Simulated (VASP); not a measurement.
CdS, 2 atoms in the cell. The structure is trigonal, space group P3m1 (No. 156). Conventional cell: a = 4.204 Å, b = 4.204 Å, c = 5.726 Å, α = 90.00°, β = 90.00°, γ = 120.00°. Within 3.2 Å of Cd (site symmetry 3m) lie 3 S at 2.43 Å. Within 3.2 Å of S (site symmetry 3m) lie 3 Cd at 2.43 Å. 

| Item | Value |
| --- | --- |
| Program | VASP 6.6.1 |
| Task | single point |
| Functional | PBEsol |
| Potentials or basis | VASP PAW PBE potentials, release 64 (Cd, S) |
| Cutoff | 520 eV |
| k mesh | 6 × 6 × 4 |
| Occupations | gaussian, width 0.01 eV |
| Spin | no spin polarisation |
| Dipole correction | no |
| Further INCAR settings | ALGO = Normal; EDIFF = 1e-06; NBANDS = 16 |

Potentials or basis: VASP PAW PBE potentials, release 64 (Cd, S).

Launch:

```console
$ cat potpaw_PBE.64/Cd/POTCAR potpaw_PBE.64/S/POTCAR > POTCAR
$ mpirun -np 1 vasp_std > vasp.out
```

Hardware: 1 thread of AMD EPYC 7R13 (shared host).

Task: How long does it take, and how much memory?

Result: It took 70 s on 1 thread of AMD EPYC 7R13, on a shared host, peak memory 0.19 GiB. Counts: scf iterations 15, k points 24.
